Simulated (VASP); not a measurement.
# HC16 (a cell with a defect) in VASP: further runs

The runs below take HC16 (a cell with a defect) through single point, with PBE.

Everything below comes from runs of VASP 6.6.1. Logs are shortened: lines on timing, memory, paths and dates and some standing lists are left out, and cuts for length are marked.

### Step 1. The cell of the first run

The cell holds a defect, 17 atoms: a = 5.049 Å, b = 5.049 Å, c = 5.049 Å, α = 60.00°, β = 60.00°, γ = 60.00°.

### Step 2. Single point, PBE

INCAR reads:

```
SYSTEM = HC16
PREC = Accurate
ENCUT = 520
EDIFF = 1E-6
ISMEAR = 0
SIGMA = 0.05
LREAL = Auto
LASPH = .True.
NELM = 80
ALGO = Normal
ISIF = 2
LWAVE = .False.
LCHARG = .False.
GGA = PE
NELECT = 64.0
NBANDS = 46
```

KPOINTS reads:

```
regular mesh
0
Gamma
  3 3 3
  0 0 0
```

POSCAR reads:

```
HC16
1.0
    0.0000000000      3.5700000000      3.5700000000
    3.5700000000      0.0000000000      3.5700000000
    3.5700000000      3.5700000000      0.0000000000
C H
16 1
Direct
   -0.0021777311     -0.0317656863      0.0377917367
    0.1282435574      0.1103054622      0.1278668067
    0.0043107843     -0.0187959384      0.4987757703
    0.1399991597      0.1169229692      0.5986630252
    0.0005764706      0.4846557423      0.0028971989
    0.1283319328      0.6055389356      0.1288784314
    0.0041537815      0.4871470588      0.4999663866
    0.1297742297      0.6069815126      0.6286918768
    0.5014985994     -0.0201918768      0.0088252101
    0.6143488796      0.1059477591      0.1462323529
    0.5029634454     -0.0231463585      0.5150270308
    0.6270759104      0.1077050420      0.6328633053
    0.5017745098      0.4818277311      0.0090380952
    0.6269612045      0.6065556022      0.1323320728
    0.5028453782      0.4815397759      0.5063296919
    0.6272913165      0.6039383754      0.6333478992
    0.8954922969      1.1177357143     -0.1747724090
```

Potentials or basis: VASP PAW PBE potentials, release 64 (C, H).

Command:

```sh
$ cat potpaw_PBE.64/C/POTCAR potpaw_PBE.64/H/POTCAR > POTCAR
$ mpirun -np 1 vasp_std > vasp.out
```

OUTCAR:

```text
SYSTEM = HC16
   PREC = Accurate
   ENCUT = 520
   EDIFF = 1E-6
   ISMEAR = 0
   LREAL = Auto
   LASPH = .True.
   NELM = 80
   ISIF = 2
   GGA = PE
   NELECT = 64.0

 ion  position               nearest neighbor table
   1  0.998  0.968  0.038-  17 1.16   2 1.50   6 1.50  10 1.58   4 1.81
   2  0.128  0.110  0.128-   1 1.50   3 1.53   9 1.54   5 1.54
   3  0.004  0.981  0.499-   2 1.53   4 1.53   8 1.54  12 1.56
   4  0.140  0.117  0.599-  17 1.19  11 1.51   7 1.53   3 1.53   1 1.81
   5  0.001  0.485  0.003-  14 1.54   8 1.54   2 1.54   6 1.54
   6  0.128  0.606  0.129-   1 1.50   7 1.53  13 1.54   5 1.54
   7  0.004  0.487  0.500-   6 1.53   4 1.53   8 1.54  16 1.55
   8  0.130  0.607  0.629-  15 1.54   7 1.54   5 1.54   3 1.54
   9  0.501  0.980  0.009-  14 1.54   2 1.54  12 1.55  10 1.55
  10  0.614  0.106  0.146-  11 1.52  13 1.55   9 1.55   1 1.58
  11  0.503  0.977  0.515-   4 1.51  10 1.52  12 1.54  16 1.54
  12  0.627  0.108  0.633-  11 1.54  15 1.54   9 1.55   3 1.56
  13  0.502  0.482  0.009-  14 1.54   6 1.54  16 1.55  10 1.55
  14  0.627  0.607  0.132-  13 1.54   9 1.54   5 1.54  15 1.54
  15  0.503  0.482  0.506-   8 1.54  12 1.54  16 1.54  14 1.54
  16  0.627  0.604  0.633-  11 1.54  15 1.54  13 1.55   7 1.55
  17  0.895  0.118  0.825-   1 1.16   4 1.19

  LATTYP: Found a face centered cubic cell.
 ALAT       =     7.1400000000

  Lattice vectors:

 A1 = (   0.0000000000,   3.5700000000,   3.5700000000)
 A2 = (   3.5700000000,   0.0000000000,   3.5700000000)
 A3 = (   3.5700000000,   3.5700000000,   0.0000000000)

Analysis of symmetry for initial positions (statically):
=====================================================================
 Subroutine PRICEL returns:
 Original cell was already a primitive cell.

 Routine SETGRP: Setting up the symmetry group for a
 face centered cubic supercell.

 Subroutine GETGRP returns: Found  1 space group operations
 (whereof  1 operations were pure point group operations)
 out of a pool of 48 trial point group operations.

The static configuration has the point symmetry C_1 .

Analysis of symmetry for dynamics (positions and initial velocities):
=====================================================================
 Subroutine PRICEL returns:
 Original cell was already a primitive cell.

 Routine SETGRP: Setting up the symmetry group for a
 face centered cubic supercell.

 Subroutine GETGRP returns: Found  1 space group operations
 (whereof  1 operations were pure point group operations)
 out of a pool of 48 trial point group operations.

The dynamic configuration has the point symmetry C_1 .

 Subroutine INISYM returns: Found  1 space group operations
 (whereof  1 operations are pure point group operations),
 and found     1 'primitive' translations

----------------------------------------------------------------------------------------

                                     Primitive cell

  volume of cell :      90.9986

  direct lattice vectors                    reciprocal lattice vectors
     0.000000000  3.570000000  3.570000000    -0.140056022  0.140056022  0.140056022
     3.570000000  0.000000000  3.570000000     0.140056022 -0.140056022  0.140056022
     3.570000000  3.570000000  0.000000000     0.140056022  0.140056022 -0.140056022

  length of vectors
     5.048742418  5.048742418  5.048742418     0.242584147  0.242584147  0.242584147

  position of ions in fractional coordinates (direct lattice)
     0.997822269  0.968234314  0.037791737
     0.128243557  0.110305462  0.127866807
     0.004310784  0.981204062  0.498775770
     0.139999160  0.116922969  0.598663025
     0.000576471  0.484655742  0.002897199
     0.128331933  0.605538936  0.128878431
[... 9 lines left out ...]
     0.627291316  0.603938375  0.633347899
     0.895492297  0.117735714  0.825227591

  ion indices of the primitive-cell ions
   primitive index   ion index
                 1           1
                 2           2
                 3           3
                 4           4
                 5           5
                 6           6
[... 9 lines left out ...]
                16          16
                17          17

----------------------------------------------------------------------------------------

 KPOINTS: regular mesh

Automatic generation of k-mesh.
 Grid dimensions read from file:
 generate k-points for:    3    3    3

 Generating k-lattice:

  Cartesian coordinates                     Fractional coordinates (reciprocal lattice)
    -0.046685341  0.046685341  0.046685341     0.333333333  0.000000000  0.000000000
     0.046685341 -0.046685341  0.046685341     0.000000000  0.333333333  0.000000000
     0.046685341  0.046685341 -0.046685341     0.000000000  0.000000000  0.333333333

  Length of vectors
     0.080861382  0.080861382  0.080861382

  Shift w.r.t. Gamma in fractional coordinates (k-lattice)
     0.000000000  0.000000000  0.000000000

 Subroutine IBZKPT returns following result:
 ===========================================

 Found     14 irreducible k-points:

 Following reciprocal coordinates:
            Coordinates               Weight
  0.000000  0.000000  0.000000      1.000000
  0.333333  0.000000  0.000000      2.000000
  0.000000  0.333333  0.000000      2.000000
  0.000000  0.000000  0.333333      2.000000
  0.333333  0.333333  0.333333      2.000000
  0.333333  0.333333  0.000000      2.000000
  0.000000  0.333333  0.333333      2.000000
  0.333333  0.000000  0.333333      2.000000
 -0.333333  0.333333  0.000000      2.000000
  0.000000 -0.333333  0.333333      2.000000
  0.333333  0.000000 -0.333333      2.000000
  0.333333  0.333333 -0.333333      2.000000
 -0.333333  0.333333 -0.333333      2.000000
  0.333333 -0.333333 -0.333333      2.000000
   k-points           NKPTS =     14   k-points in BZ     NKDIM =     14   number of bands    NBANDS=     46
   number of dos      NEDOS =    301   number of ions     NIONS =     17
   total plane-waves  NPLWV =  64000
   dimension x,y,z NGX =    40 NGY =   40 NGZ =   40
   dimension x,y,z NGXF=    80 NGYF=   80 NGZF=   80
   ions per type =              16   1
   NGX,Y,Z   is equivalent  to a cutoff of  13.17, 13.17, 13.17 a.u.
   NGXF,Y,Z  is equivalent  to a cutoff of  26.34, 26.34, 26.34 a.u.
 SYSTEM =  HC16
   PREC   = accura    normal or accurate (medium, high low for compatibility)
   ISTART =      0    job   : 0-new  1-cont  2-samecut
   ICHARG =      2    charge: 1-file 2-atom 10-const
   ISPIN  =      1    spin polarized calculation?
   LNONCOLLINEAR =      F non collinear calculations
   LSORBIT =      F    spin-orbit coupling
   LASPH  =      T    aspherical Exc in radial PAW
   ENCUT  =  520.0 eV  38.22 Ry    6.18 a.u.   9.39  9.39  9.39*2*pi/ulx,y,z
   NELM   =     80;   NELMIN=  2; NELMDL= -5     # of ELM steps
   EDIFF  = 0.1E-05   stopping-criterion for ELM
   LREAL  =      T    real-space projection
   EDIFFG = 0.1E-04   stopping-criterion for IOM
   NSW    =      0    number of steps for IOM
   IBRION =     -1    ionic relax: 0-MD 1-quasi-New 2-CG
   NFREE  =      0    steps in history (QN), initial steepest desc. (CG)
   ISIF   =      2    stress and relaxation
   ISYM   =      2    0-nonsym 1-usesym 2-fastsym
   POTIM  = 0.5000    time-step for ionic-motion
   TEBEG  =    0.0;   TEEND  =   0.0 temperature during run
   PSTRESS=    0.0 pullay stress
   NELECT =      64.0000    total number of electrons
   NUPDOWN=      -1.0000    fix difference up-down
   EMIN   =  10.00;   EMAX   =-10.00  energy-range for DOS
   EFERMI =   0.00;   METHOD = LEGACY
   ISMEAR =     0;   SIGMA  =   0.05  broadening in eV -4-tet -1-fermi 0-gaus
   EFERMI_NEDOS =   21; number of points for ismear=-14 and -15
   IALGO  =     38    algorithm
   IMIX   =      4    mixing-type and parameters
     AMIX     =   0.40;   BMIX     =  1.00
     AMIX_MAG =   1.60;   BMIX_MAG =  1.00
  volume/ion in A,a.u.               =       5.35        36.12
  Fermi-wavevector in a.u.,A,eV,Ry     =   1.455872  2.751200 28.838420  2.119564
  Thomas-Fermi vector in A             =   2.572856
   LORBIT       =      0    0 simple, 1 ext, 2 COOP (PROOUT), +10 PAW based schemes
   GGA     = PE    functional components
   LHFCALC =     F    Hartree Fock is set to
   AEXX    =    0.0000 exact exchange contribution
   IVDW    =     0    specifies the selected vdW correction
   LEPSILON=     F    determine dielectric tensor
   LRPA    =     F    only Hartree local field effects (RPA)
 non-spin polarized calculation
 Gauss-broadening in eV      SIGMA  =   0.05
  energy-cutoff  :      520.00
  volume of cell :       91.00
 maximum number of plane-waves:      2453
 NGX is ok and might be reduce to    40
   NGX = 19   NGY = 19   NGZ = 19

 number of electron      64.0000000 magnetization

 Free energy of the ion-electron system (eV)
  ---------------------------------------------------
  ext. energy  EPLUGINS =         0.00000000
  ---------------------------------------------------
  free energy    TOTEN  =      -155.21383230 eV

  energy without entropy =     -155.21383230  energy(sigma->0) =     -155.21383230

 E-fermi :  10.1804     XC(G=0): -13.2405

 val. band max:        9.9013746957   @ k =   0.0000   0.0000   0.0000
 cond. band min:      12.3290026179   @ k =   0.0000   0.0000   0.0000
 fundamental gap:      2.4276279222
 Fermi energy:        10.1804417265

 k-point     1 :       0.0000    0.0000    0.0000
  band No.  band energies     occupation
      1     -11.9922      2.00000
      2      -6.9548      2.00000
      3      -6.0217      2.00000
      4      -5.9464      2.00000
      5      -5.8835      2.00000
      6      -4.7785      2.00000
[... 36 lines left out ...]
     43      17.7972      0.00000
     44      18.0024      0.00000

 k-point     2 :       0.3333    0.0000    0.0000
  band No.  band energies     occupation
      1     -11.2743      2.00000
      2      -8.9519      2.00000
      3      -6.7189      2.00000
      4      -6.1993      2.00000
      5      -5.9127      2.00000
      6      -5.2048      2.00000
[... 36 lines left out ...]
     43      17.6652      0.00000
     44      18.1157      0.00000

 k-point     3 :       0.0000    0.3333    0.0000
  band No.  band energies     occupation
      1     -11.2935      2.00000
      2      -8.9087      2.00000
      3      -6.6329      2.00000
      4      -6.1646      2.00000
      5      -5.9570      2.00000
      6      -5.2713      2.00000
[... 36 lines left out ...]
     43      17.8590      0.00000
     44      17.9567      0.00000

 k-point     4 :       0.0000    0.0000    0.3333
  band No.  band energies     occupation
      1     -11.2457      2.00000
      2      -9.0153      2.00000
      3      -6.8963      2.00000
      4      -6.0111      2.00000
      5      -5.9131      2.00000
      6      -5.1868      2.00000
[... 412 lines left out ...]
     43      19.2769      0.00000
     44      19.4079      0.00000

 k-point    13 :      -0.3333    0.3333   -0.3333
  band No.  band energies     occupation
      1     -10.3692      2.00000
      2      -9.0529      2.00000
      3      -8.8670      2.00000
      4      -7.0969      2.00000
      5      -6.7439      2.00000
      6      -4.5117      2.00000
[... 36 lines left out ...]
     43      19.1467      0.00000
     44      19.4848      0.00000

 k-point    14 :       0.3333   -0.3333   -0.3333
  band No.  band energies     occupation
      1     -10.3267      2.00000
      2      -9.0998      2.00000
      3      -8.9181      2.00000
      4      -7.0034      2.00000
      5      -6.7927      2.00000
      6      -4.5755      2.00000
[... 36 lines left out ...]
     43      19.1819      0.00000
     44      19.5115      0.00000
 [bands above 44 left out]

------------------------ aborting loop because EDIFF is reached ----------------------------------------

  FORCE on cell =-STRESS in cart. coord.  units (eV):
  Direction    XX          YY          ZZ          XY          YZ          ZX
  --------------------------------------------------------------------------------------
  -------------------------------------------------------------------------------------
  Total       -5.3790633     -5.8879210     -5.4042632      2.4468244     -2.3816245     -2.9480724
  in kB      -94.7071126   -103.6663754    -95.1507963     43.0803019    -41.9323518    -51.9055849
  external PRESSURE =     -97.8414281 kB  Pullay stress =       0.0000000 kB

 VOLUME and BASIS-vectors are now :
 -----------------------------------------------------------------------------
  energy-cutoff  :      520.00
  volume of cell :       91.00
      direct lattice vectors                 reciprocal lattice vectors
     0.000000000  3.570000000  3.570000000    -0.140056022  0.140056022  0.140056022
     3.570000000  0.000000000  3.570000000     0.140056022 -0.140056022  0.140056022
     3.570000000  3.570000000  0.000000000     0.140056022  0.140056022 -0.140056022

 POSITION                                       TOTAL-FORCE (eV/Angst)
 -----------------------------------------------------------------------------------
      3.59151      3.69714      7.01882         0.014211      0.012762      0.011655
      0.85027      0.91431      0.85162         0.001983      0.006261      0.002355
      5.28353      1.79602      3.51829        -0.009329     -0.010963     -0.014985
      2.55464      2.63702      0.91721         0.019715      0.018069      0.030354
      1.74056      0.01240      1.73228         0.001507     -0.009344      0.002547
      2.62187      0.91824      2.61992        -0.012933      0.004656     -0.006873
[... 9 lines left out ...]
      4.41711      4.50048      4.39549         0.004450     -0.003032      0.003080
      3.36638      6.14297      3.61722         0.002163     -0.036375     -0.028412
 -----------------------------------------------------------------------------------
    total drift:                                0.004441      0.031904      0.020606

  FREE ENERGIE OF THE ION-ELECTRON SYSTEM (eV)
  ---------------------------------------------------
  free  energy   TOTEN  =      -155.2138323024 eV

  energy  without entropy=     -155.2138323024  energy(sigma->0) =     -155.21383230
```

Wall time 2.5 min (1 thread of Intel Xeon 8259CL, shared host); peak memory 0.25 GiB.

Results:

```yaml
Free_energy: -155.2138 eV
Largest_force: 0.046 eV/Å
```

Forces in eV/Å, atoms in the order of the input:
```
C    0.014  0.013  0.012
C    0.002  0.006  0.002
C   -0.009 -0.011 -0.015
C    0.020  0.018  0.030
C    0.002 -0.009  0.003
C   -0.013  0.005 -0.007
C   -0.003  0.004 -0.006
C    0.005  0.011  0.002
C   -0.003 -0.004 -0.001
C   -0.003  0.000  0.000
C   -0.005  0.000 -0.004
C   -0.007  0.004  0.003
C   -0.003 -0.001  0.002
C   -0.002  0.003  0.004
C   -0.001  0.000  0.001
C    0.004 -0.003  0.003
H    0.002 -0.036 -0.028
```

Levels at points of the mesh, in eV from the Fermi level:
| k point | band 28 | band 29 | band 30 | band 31 | band 32 | band 33 | band 34 | band 35 | band 36 | band 37 |
| --- | --- | --- | --- | --- | --- | --- | --- | --- | --- | --- |
| (0.00, 0.00, 0.00) | -3.01 | -2.89 | -0.53 | -0.49 | -0.28 | 2.15 | 3.09 | 3.95 | 4.37 | 4.44 |

Caveat: the k points lie up to 0.51 Å⁻¹ apart; the cell carries a net charge on a neutralising background, which shifts energy and pressure; the cell is charged against a uniform background, so pressure and absolute levels hang on convention.

(Continued in part 2 of 2.)
